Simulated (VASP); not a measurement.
**HfB2: single point with PBEsol**

The system is HfB2.

```
Hf B
1.0
     3.14000    0.00000    0.00000
    -1.57000    2.71932    0.00000
     0.00000    0.00000    3.48000
Hf B
1 2
Direct
  0.00000 0.00000 0.00000
  0.33333 0.66667 0.50000
  0.66667 0.33333 0.50000
```

- Program: VASP 6.6.1
- Task: single point
- Functional: PBEsol
- Potentials or basis: VASP PAW PBE potentials, release 64 (Hf_pv, B)
- Cutoff: 520 eV
- k mesh: 10 × 10 × 8
- Occupations: gaussian, width 0.05 eV
- Spin: no spin polarisation

* Pressure: -4.4 GPa
* Band gap on the k mesh: zero (band 8 reaches 8.11 eV, above the bottom of band 9 at 7.30 eV)

Stress tensor (GPa, compression positive):
```
-4.25  0.00  0.00
 0.00 -4.25  0.00
 0.00  0.00 -4.84
```

Levels at points of the mesh, in eV from the Fermi level:
```csv
k point,band 6,band 7,band 8,band 9,band 10,band 11
"(0.00, 0.00, 0.00)",-2.72,-2.72,-2.58,4.16,4.16,4.83
"(0.50, 0.00, 0.00)",-3.96,-3.24,-2.73,2.31,2.86,5.75
"(0.00, 0.00, 0.50)",-0.99,-0.99,0.46,0.46,1.14,1.14
"(0.50, 0.00, 0.50)",-4.79,-4.56,-2.48,4.20,4.29,6.41
```

It took 10 s on 1 thread of Intel(R) Xeon(R) 6975P-C (Granite Rapids) (shared host), peak memory 0.16 GiB.

Caveat: the PAW data sets were made with another functional, which shifts forces and pressure a little; spin-orbit coupling is left out, which moves the levels of the heavy elements.
